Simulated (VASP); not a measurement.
The system is BP.

```
CELL_PARAMETERS angstrom
3.20394 0.00000 0.00000
-1.60197 2.77469 0.00000
0.00000 0.00000 8.46663
ATOMIC_POSITIONS crystal
B 0.33333 0.66667 0.25000
B 0.66667 0.33333 0.75000
P 0.66667 0.33333 0.25000
P 0.33333 0.66667 0.75000
```

Program: VASP 6.6.1. Alike in all runs: task single point; no spin polarisation; cell as given; k mesh 6 × 6 × 2; cutoff (eV) 520; smearing gaussian 0.01 eV.

Task: Order these runs on this cell by their pressure, lowest first.
A. level HSE06; potentials or basis VASP PAW PBE potentials, release 64 (B, P); grid for exact exchange (PRECFOCK) Normal; screening parameter 0.2079 1/Å
B. level LDA; potentials or basis VASP PAW LDA potentials, release 64 (B, P)
C. level PBE; potentials or basis VASP PAW PBE potentials, release 64 (B, P)

Result: B (-2.5 GPa), A (-0.5 GPa), C (1.0 GPa).

Caveats: this functional lacks dispersion, which binds the layers, so the pressure and a relaxed spacing across them are unreliable (some runs); the PAW data sets were made with another functional, which shifts forces and pressure a little (some runs).
